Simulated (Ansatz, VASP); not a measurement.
## As in VASP and in Ansatz

INCAR

```
SYSTEM = As
ALGO = Normal
EDIFF = 1E-6
ENCUT = 520
GGA = RE
ISIF = 2
ISMEAR = -1
LASPH = .True.
LCHARG = .True.
LELF = .True.
LREAL = .False.
LVHAR = .True.
LWAVE = .False.
NBANDS = 18
NELM = 100
PREC = Accurate
SIGMA = 0.1
```

The input KPOINTS:

```
k-points
0
Gamma
  14 14 4
  0 0 0
```

Contents of POSCAR:

```
As
1.0
    2.9075217964      0.0000000000      0.0000000000
   -1.4537608982      2.5179877378      0.0000000000
    0.0000000000      0.0000000000      9.8403467236
As
4
Direct
    0.0000000000      0.0000000000      0.0000000000
    0.0000000000      0.0000000000      0.5000000000
    0.3333333333      0.6666666667      0.2500000000
    0.6666666667      0.3333333333      0.7500000000
```

Input for Ansatz:

```yaml
crystal:
  lattice:
    - [2.9075217964, 0.0, 0.0]
    - [-1.4537608982, 2.5179877378, 0.0]
    - [0.0, 0.0, 9.8403467236]
  atoms:
    - { symbol: As, position: [0.0, 0.0, 0.0] }
    - { symbol: As, position: [0.0, 0.0, 0.5] }
    - { symbol: As, position: [0.3333333333, 0.6666666667, 0.25] }
    - { symbol: As, position: [0.6666666667, 0.3333333333, 0.75] }
hamiltonian:
  xc: revpbe
  pseudopotentials:
    kind: paw
    azcp:
      As: "pseudopotentials/As.paw.azcp"
basis:
  ecutwfc: 420
  fft_grid_basis: typed
kpoints:
  mp_grid: { grid: [14, 14, 4], shift: [0, 0, 0] }
magnetization:
  spin_polarized: false
scf:
  occupations: { method: fermi_dirac, width: 0.1 }
  lower_state_search: "off"
output:
  stress: true
```

Alike in both runs: task single point; functional revPBE; k mesh 14 × 14 × 4; occupations fermi-dirac, width 0.1 eV; no spin polarisation.

```csv
,VASP,Ansatz
version,VASP 6.6.1,Ansatz 0.2.0
potentials or method,"VASP PAW PBE potentials, release 64 (As), cutoff 520 eV","plane waves (420 eV) with PAW, scalar-relativistic"
valence electrons in the cell,20,60
```

Ansatz gave:

- pressure (GPa): 7.5
- traceless stress, the component that is largest in VASP (GPa): 0.36

Q: What did VASP give for the same quantities?

A: Pressure (GPa): 7.6; traceless stress, the component that is largest in VASP (GPa): 0.34.

VASP's potentials were made for PBE, not for revPBE. VASP's potentials hold 20 valence electrons a cell and Ansatz's 60, so a difference there can come from the potentials and not from the codes.
